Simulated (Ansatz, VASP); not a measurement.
## In: VASP beside Ansatz

```
In
1.0
     3.33927    0.00000    0.00000
    -1.66964    2.89190    0.00000
     0.00000    0.00000   28.67333
In
6
Direct
  0.66667 0.33333 0.26157
  0.00000 0.00000 0.35658
  0.66667 0.33333 0.45219
  0.33333 0.66667 0.54781
  0.66667 0.33333 0.64282
  0.33333 0.66667 0.73843
```

Alike in both runs: task single point; functional PBE; k mesh 9 × 9 × 1; occupations fermi-dirac, width 0.05 eV; no spin polarisation.

|  | VASP | Ansatz |
| --- | --- | --- |
| version | VASP 6.6.1 | Ansatz 0.2.0 |
| potentials or method | VASP PAW PBE potentials, release 64 (In_d) | Ansatz PAW |
| plane-wave cutoff (eV) | 520 | 420 |
| valence electrons in the cell | 78 | 78 |

```tsv
	VASP	Ansatz	Ansatz less VASP
gap on the k mesh at the Fermi level (eV)	none	none	-
rms of the force components (eV/Å)	0.048	0.048	-0.0004
```

Atom by atom the forces differ by 0.000 eV/Å (rms over components). A gap of «none» marks a metal or a gap that the smearing closes. With one functional, cell and mesh, what is left measures potentials, basis and numerics.
